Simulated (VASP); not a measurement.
Input of a VASP 6.6.1 run:

Contents of POSCAR:

```
H11NO4
1.0
    5.2305400000      0.0000000000      0.0000000000
    0.0000000000      5.2305400000      0.0000000000
    0.0000000000      0.0000000000      5.2305400000
O H N
4 11 1
Direct
    0.1115563594      0.7818313214      0.7238449567
    0.3339425757      0.4563773530      0.0676603181
    0.9694792507      0.1737870277      0.4243347723
    0.5782194573      0.4701426621      0.5479548957
    0.2084297224      0.6339307223      0.7473606932
    0.0370133868      0.8154989733      0.8849373105
    0.4425546884      0.5130636607      0.2099783196
    0.1731178808      0.4274319669      0.1466005422
    0.8578464174      0.0737782332      0.3059722323
    1.0614774000      0.0294042298      0.5149755092
    0.7476474704      0.3925216134      0.5268098514
    0.4713088897      0.3506138946      0.6339498407
    0.5215905050      0.8585920383      1.0439075124
    0.6140474980      1.1250654808      0.9049161272
    0.6756472563      0.8325335434      0.7703219935
    0.6657247626      0.9446634573      0.9447208128
```

The input INCAR.step1:

```
SYSTEM = H11NO4
PREC = Accurate
ENCUT = 520
ISMEAR = -1
SIGMA = 0.02
LREAL = Auto
LASPH = .True.
NELM = 80
NBANDS = 34
GGA = PE
ALGO = Normal
EDIFF = 1E-4
LWAVE = .True.
LCHARG = .False.
```

The input INCAR.step2:

```
SYSTEM = H11NO4
PREC = Accurate
ENCUT = 520
EDIFF = 1E-6
ISMEAR = -1
SIGMA = 0.02
LREAL = Auto
LASPH = .True.
NELM = 80
ALGO = Normal
ISIF = 2
LWAVE = .False.
LCHARG = .False.
METAGGA = R2SCAN
LMIXTAU = .True.
IVDW = 12
VDW_S6 = 1.0
VDW_S8 = 0.78981345
VDW_A1 = 0.49484001
VDW_A2 = 5.73083694
NBANDS = 34
ISTART = 1
```

File KPOINTS:

```
Automatic mesh
0
Gamma
  1 1 1
  0 0 0
```

Potentials or basis: VASP PAW PBE potentials, release 64 (O, H, N).

Command:

```bash
$ cat potpaw_PBE.64/O/POTCAR potpaw_PBE.64/H/POTCAR potpaw_PBE.64/N/POTCAR > POTCAR
$ cp INCAR.step1 INCAR
$ mpirun -np 1 vasp_gam > vasp.out
$ cp INCAR.step2 INCAR
$ mpirun -np 1 vasp_gam > vasp.out
```

Task: Estimate the dispersion energy per atom.

Result: -0.019 eV.

Task: Predict the largest force.

Result: 2.354 eV/Å.

Stress tensor (GPa, compression positive):
```
 2.22 -2.02 -1.95
-2.02 -0.25 -2.17
-1.95 -2.17 -1.18
```

Caveat: the k points lie up to 1.20 Å⁻¹ apart; the PAW data sets were made with another functional, which shifts forces and pressure a little.
